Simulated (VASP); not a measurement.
# Bi2Te4Pb2S3 in VASP: single point with PBE+D3(BJ)

Aim: the single point of Bi2Te4Pb2S3 with PBE+D3(BJ).

All numbers are computed with VASP 6.6.1; they aren't measurements. Logs are shortened: lines on timing, memory, paths and dates and some standing lists are left out, and cuts for length are marked.

## (1) The cell of the first run

The cell holds a slab with vacuum, 11 atoms: a = 4.225 Å, b = 4.225 Å, c = 34.524 Å, α = 90.00°, β = 90.00°, γ = 120.00°.

## (2) Single point, PBE+D3(BJ)

INCAR reads:

```
SYSTEM = Bi2Te4Pb2S3
PREC = Accurate ; ENCUT = 520
EDIFF = 1E-6 ; ISMEAR = 0
SIGMA = 0.05 ; LREAL = .False.
LASPH = .True. ; NELM = 100
ALGO = Fast ; ISIF = 2
LWAVE = .False. ; LCHARG = .False.
LDIPOL = .True. ; IDIPOL = 3
DIPOL = 0.5 0.5 0.500 ; GGA = PE
IVDW = 12 ; NBANDS = 61
```

KPOINTS reads:

```
regular mesh
0
Gamma
  9 9 1
  0 0 0
```

POSCAR reads:

```
Bi2Te4Pb2S3
1.0
    4.2245732202      0.0000000000      0.0000000000
   -2.1122866101      3.6585877288      0.0000000000
    0.0000000000      0.0000000000     34.5241516488
Te Bi S Pb
4 2 3 2
Direct
    0.3333333333      0.6666666667      0.2319228696
    0.6666666667      0.3333333333      0.2947684849
    0.3333333333      0.6666666667      0.7052315190
    0.6666666667      0.3333333333      0.7680771379
    0.0000000000      0.0000000000      0.3490840721
    0.0000000000      0.0000000000      0.6509159328
    0.3333333333      0.6666666667      0.4030519572
    0.0000000000      0.0000000000      0.4999999939
    0.6666666667      0.3333333333      0.5969480304
    0.6666666667      0.3333333333      0.4503212505
    0.3333333333      0.6666666667      0.5496787517
```

Potentials or basis: VASP PAW PBE potentials, release 64 (Te, Bi_d, S, Pb_d).

Command:

```console
$ cat potpaw_PBE.64/Te/POTCAR potpaw_PBE.64/Bi_d/POTCAR potpaw_PBE.64/S/POTCAR potpaw_PBE.64/Pb_d/POTCAR > POTCAR
$ mpirun -np 1 vasp_std > vasp.out
```

OUTCAR:

```text
SYSTEM = Bi2Te4Pb2S3
   PREC = Accurate
   ENCUT = 520
   EDIFF = 1E-6
   ISMEAR = 0
   LREAL = .False.
   LASPH = .True.
   NELM = 100
   ISIF = 2
   GGA = PE
   IVDW = 12
 IVDW          = 12

 ion  position               nearest neighbor table
   1  0.333  0.667  0.232-   2 3.26   2 3.26   2 3.26
   2  0.667  0.333  0.295-   5 3.08   5 3.08   5 3.08   1 3.26   1 3.26   1 3.26
   3  0.333  0.667  0.705-   6 3.08   6 3.08   6 3.08   4 3.26   4 3.26   4 3.26
   4  0.667  0.333  0.768-   3 3.26   3 3.26   3 3.26
   5  0.000  0.000  0.349-   7 3.07   7 3.07   7 3.07   2 3.08   2 3.08   2 3.08
   6  0.000  0.000  0.651-   9 3.07   9 3.07   9 3.07   3 3.08   3 3.08   3 3.08
   7  0.333  0.667  0.403-  10 2.93  10 2.93  10 2.93   5 3.07   5 3.07   5 3.07
   8  0.000  0.000  0.500-  10 2.98  10 2.98  10 2.98  11 2.98  11 2.98  11 2.98
   9  0.667  0.333  0.597-  11 2.93  11 2.93  11 2.93   6 3.07   6 3.07   6 3.07
  10  0.667  0.333  0.450-   7 2.93   7 2.93   7 2.93   8 2.98   8 2.98   8 2.98
  11  0.333  0.667  0.550-   9 2.93   9 2.93   9 2.93   8 2.98   8 2.98   8 2.98

  LATTYP: Found a hexagonal cell.
 ALAT       =     4.2245732202
 C/A-ratio  =     8.1722223404

  Lattice vectors:

 A1 = (   4.2245732202,   0.0000000000,   0.0000000000)
 A2 = (  -2.1122866101,   3.6585877288,   0.0000000000)
 A3 = (   0.0000000000,   0.0000000000,  34.5241516488)

Analysis of symmetry for initial positions (statically):
=====================================================================
 Subroutine PRICEL returns:
 Original cell was already a primitive cell.

 Routine SETGRP: Setting up the symmetry group for a
 hexagonal supercell.

 Subroutine GETGRP returns: Found 12 space group operations
 (whereof 12 operations were pure point group operations)
 out of a pool of 24 trial point group operations.

The static configuration has the point symmetry D_3d.

Analysis of symmetry for dynamics (positions and initial velocities):
=====================================================================
 Subroutine PRICEL returns:
 Original cell was already a primitive cell.

 Routine SETGRP: Setting up the symmetry group for a
 hexagonal supercell.

 Subroutine GETGRP returns: Found 12 space group operations
 (whereof 12 operations were pure point group operations)
 out of a pool of 24 trial point group operations.

The dynamic configuration has the point symmetry D_3d.

 Subroutine INISYM returns: Found 12 space group operations
 (whereof 12 operations are pure point group operations),
 and found     1 'primitive' translations

----------------------------------------------------------------------------------------

                                     Primitive cell

  volume of cell :     533.6043

  direct lattice vectors                    reciprocal lattice vectors
     4.224573220  0.000000000  0.000000000     0.236710301  0.136664756  0.000000000
    -2.112286610  3.658587729  0.000000000     0.000000000  0.273329512  0.000000000
     0.000000000  0.000000000 34.524151649     0.000000000  0.000000000  0.028965230

  length of vectors
     4.224573220  4.224573220 34.524151649     0.273329512  0.273329512  0.028965230

  position of ions in fractional coordinates (direct lattice)
     0.333333333  0.666666667  0.231922870
     0.666666667  0.333333333  0.294768485
     0.333333333  0.666666667  0.705231519
     0.666666667  0.333333333  0.768077138
     0.000000000  0.000000000  0.349084072
     0.000000000  0.000000000  0.650915933
     0.333333333  0.666666667  0.403051957
     0.000000000  0.000000000  0.499999994
     0.666666667  0.333333333  0.596948030
     0.666666667  0.333333333  0.450321250
     0.333333333  0.666666667  0.549678752

  ion indices of the primitive-cell ions
   primitive index   ion index
                 1           1
                 2           2
                 3           3
                 4           4
                 5           5
                 6           6
                 7           7
                 8           8
                 9           9
                10          10
                11          11

----------------------------------------------------------------------------------------

 KPOINTS: regular mesh

Automatic generation of k-mesh.
 Grid dimensions read from file:
 generate k-points for:    9    9    1

 Generating k-lattice:

  Cartesian coordinates                     Fractional coordinates (reciprocal lattice)
     0.026301145  0.015184973  0.000000000     0.111111111  0.000000000  0.000000000
     0.000000000  0.030369946  0.000000000     0.000000000  0.111111111  0.000000000
     0.000000000  0.000000000  0.028965230     0.000000000  0.000000000  1.000000000

  Length of vectors
     0.030369946  0.030369946  0.028965230

  Shift w.r.t. Gamma in fractional coordinates (k-lattice)
     0.000000000  0.000000000  0.000000000

 Subroutine IBZKPT returns following result:
 ===========================================

 Found     12 irreducible k-points:

 Following reciprocal coordinates:
            Coordinates               Weight
  0.000000  0.000000  0.000000      1.000000
  0.111111 -0.000000  0.000000      6.000000
  0.222222  0.000000  0.000000      6.000000
  0.333333  0.000000  0.000000      6.000000
  0.444444  0.000000  0.000000      6.000000
  0.111111  0.111111  0.000000      6.000000
  0.222222  0.111111  0.000000     12.000000
  0.333333  0.111111  0.000000     12.000000
  0.444444  0.111111  0.000000      6.000000
  0.222222  0.222222  0.000000      6.000000
  0.333333  0.222222  0.000000     12.000000
  0.333333  0.333333  0.000000      2.000000
   k-points           NKPTS =     12   k-points in BZ     NKDIM =     12   number of bands    NBANDS=     61
   number of dos      NEDOS =    301   number of ions     NIONS =     11
   total plane-waves  NPLWV = 276480
   dimension x,y,z NGX =    32 NGY =   32 NGZ =  270
   dimension x,y,z NGXF=    64 NGYF=   64 NGZF=  540
   ions per type =               4   2   3   2
   NGX,Y,Z   is equivalent  to a cutoff of  12.59, 12.59, 13.00 a.u.
   NGXF,Y,Z  is equivalent  to a cutoff of  25.19, 25.19, 26.00 a.u.
 SYSTEM =  Bi2Te4Pb2S3
   PREC   = accura    normal or accurate (medium, high low for compatibility)
   ISTART =      0    job   : 0-new  1-cont  2-samecut
   ICHARG =      2    charge: 1-file 2-atom 10-const
   ISPIN  =      1    spin polarized calculation?
   LNONCOLLINEAR =      F non collinear calculations
   LSORBIT =      F    spin-orbit coupling
   LASPH  =      T    aspherical Exc in radial PAW
   ENCUT  =  520.0 eV  38.22 Ry    6.18 a.u.   7.85  7.85 64.19*2*pi/ulx,y,z
   NELM   =    100;   NELMIN=  2; NELMDL= -5     # of ELM steps
   EDIFF  = 0.1E-05   stopping-criterion for ELM
   LREAL  =      F    real-space projection
[... 7 lines left out ...]
   TEBEG  =    0.0;   TEEND  =   0.0 temperature during run
   PSTRESS=    0.0 pullay stress
   NELECT =     100.0000    total number of electrons
   NUPDOWN=      -1.0000    fix difference up-down
   EMIN   =  10.00;   EMAX   =-10.00  energy-range for DOS
   EFERMI =   0.00;   METHOD = LEGACY
   ISMEAR =     0;   SIGMA  =   0.05  broadening in eV -4-tet -1-fermi 0-gaus
   EFERMI_NEDOS =   21; number of points for ismear=-14 and -15
   IALGO  =     68    algorithm
   IMIX   =      4    mixing-type and parameters
     AMIX     =   0.40;   BMIX     =  1.00
     AMIX_MAG =   1.60;   BMIX_MAG =  1.00
  volume/ion in A,a.u.               =      48.51       327.36
  Fermi-wavevector in a.u.,A,eV,Ry     =   0.936846  1.770383 11.941577  0.877681
  Thomas-Fermi vector in A             =   2.063897
   LORBIT       =      0    0 simple, 1 ext, 2 COOP (PROOUT), +10 PAW based schemes
   GGA     = PE    functional components
   LHFCALC =     F    Hartree Fock is set to
   AEXX    =    0.0000 exact exchange contribution
   IVDW    =    12    specifies the selected vdW correction
   LEPSILON=     F    determine dielectric tensor
   LRPA    =     F    only Hartree local field effects (RPA)
 non-spin polarized calculation
 RMM-DIIS sequential band-by-band and
 Gauss-broadening in eV      SIGMA  =   0.05
  energy-cutoff  :      520.00
  volume of cell :      533.60
 maximum number of plane-waves:     14417
 NGX is ok and might be reduce to    32
   NGX = 15   NGY = 15   NGZ =129

 number of electron     100.0000000 magnetization

 number of electron      99.9999996 magnetization

 dipolmoment           0.000000      0.000000     -0.000001 electrons x Angstroem

 Free energy of the ion-electron system (eV)
  ---------------------------------------------------
  ext. energy  EPLUGINS =         0.00000000
  ---------------------------------------------------
  free energy    TOTEN  =       -40.47419077 eV

  energy without entropy =      -40.45820940  energy(sigma->0) =      -40.46620009

 E-fermi :   1.5199     XC(G=0):  -6.1950

 val. band max:        1.5078850383   @ k =   0.3333   0.0000   0.0000
 cond. band min:       1.5344848173   @ k =   0.3333   0.1111   0.0000
 fundamental gap:      0.0265997790
 Fermi energy:         1.5199029251

 k-point     1 :       0.0000    0.0000    0.0000
  band No.  band energies     occupation
      1     -21.5352      2.00000
      2     -21.5351      2.00000
      3     -21.5327      2.00000
      4     -21.5327      2.00000
      5     -21.5326      2.00000
      6     -21.5326      2.00000
[... 53 lines left out ...]
     60       4.3977      0.00000
     61       4.4039      0.00000

 k-point     2 :       0.1111   -0.0000    0.0000
  band No.  band energies     occupation
      1     -21.5347      2.00000
      2     -21.5347      2.00000
      3     -21.5328      2.00000
      4     -21.5328      2.00000
      5     -21.5307      2.00000
      6     -21.5306      2.00000
[... 638 lines left out ...]
      5     -21.5230      2.00000
      6     -21.5230      2.00000
[... 53 lines left out ...]
     60       5.2962      0.00000
     61       5.4741      0.00000

------------------------ aborting loop because EDIFF is reached ----------------------------------------

 vacuum level on the upper side and lower side of the slab       (xc-potential included)        -0.062        -0.062

 Edisp (eV)   -3.97398

 E8    (eV) :    -1.8496

  FORCE on cell =-STRESS in cart. coord.  units (eV):
  Direction    XX          YY          ZZ          XY          YZ          ZX
  --------------------------------------------------------------------------------------
  -------------------------------------------------------------------------------------
  Total      -5.74360    -5.74360    -0.10886    -0.00000    -0.00000     0.00000
  in kB     -17.24549   -17.24549    -0.32685    -0.00000    -0.00000     0.00000
  external pressure =      -11.61 kB  Pullay stress =        0.00 kB

 VOLUME and BASIS-vectors are now :
 -----------------------------------------------------------------------------
  energy-cutoff  :      520.00
  volume of cell :      533.60
      direct lattice vectors                 reciprocal lattice vectors
     4.224573220  0.000000000  0.000000000     0.236710301  0.136664756  0.000000000
    -2.112286610  3.658587729  0.000000000     0.000000000  0.273329512  0.000000000
     0.000000000  0.000000000 34.524151649     0.000000000  0.000000000  0.028965230

 POSITION                                       TOTAL-FORCE (eV/Angst)
 -----------------------------------------------------------------------------------
     -0.00000      2.43906      8.00694         0.000000     -0.000000      0.004623
      2.11229      1.21953     10.17663         0.000000      0.000000     -0.008195
     -0.00000      2.43906     24.34752        -0.000000     -0.000000      0.008195
      2.11229      1.21953     26.51721        -0.000000     -0.000000     -0.004623
      0.00000      0.00000     12.05183         0.000000     -0.000000      0.002632
      0.00000      0.00000     22.47232         0.000000      0.000000     -0.002632
     -0.00000      2.43906     13.91503        -0.000000     -0.000000     -0.004047
      0.00000      0.00000     17.26208         0.000000     -0.000000      0.000000
      2.11229      1.21953     20.60912         0.000000      0.000000      0.004047
      2.11229      1.21953     15.54696        -0.000000     -0.000000      0.006139
     -0.00000      2.43906     18.97719        -0.000000     -0.000000     -0.006139
 -----------------------------------------------------------------------------------
    total drift:                                0.000000     -0.000000      0.000027

  FREE ENERGIE OF THE ION-ELECTRON SYSTEM (eV)
  ---------------------------------------------------
  free  energy   TOTEN  =       -44.4481660672 eV

  energy  without entropy=      -44.4321846921  energy(sigma->0) =      -44.44017538

 vacuum level on the upper side and lower side of the slab         6.858         6.858
```

It took 9.2 min on 1 thread of AMD EPYC 9R45 (Zen 5), shared host; peak memory 0.78 GiB.

Results:

```
Free energy                : -44.4482 eV
Largest force              : 0.008 eV/Å
Band gap on the k mesh     : zero (bands 50 and 51 overlap by 0.37 eV)
Dispersion energy per atom : -0.361 eV
```

Forces on the atoms (eV/Å):
```
Te   0.000  0.000  0.005
Te   0.000  0.000 -0.008
Te   0.000  0.000  0.008
Te   0.000  0.000 -0.005
Bi   0.000  0.000  0.003
Bi   0.000  0.000 -0.003
S    0.000  0.000 -0.004
S    0.000  0.000  0.000
S    0.000  0.000  0.004
Pb   0.000  0.000  0.006
Pb   0.000  0.000 -0.006
```

Levels at points of the mesh, in eV from the Fermi level:
| k point | band 48 | band 49 | band 50 | band 51 | band 52 | band 53 |
| --- | --- | --- | --- | --- | --- | --- |
| (0.00, 0.00, 0.00) | 0.19 | 0.22 | 0.22 | 0.23 | 0.23 | 0.82 |

Caveat: spin-orbit coupling is left out, which moves the levels of the heavy elements.
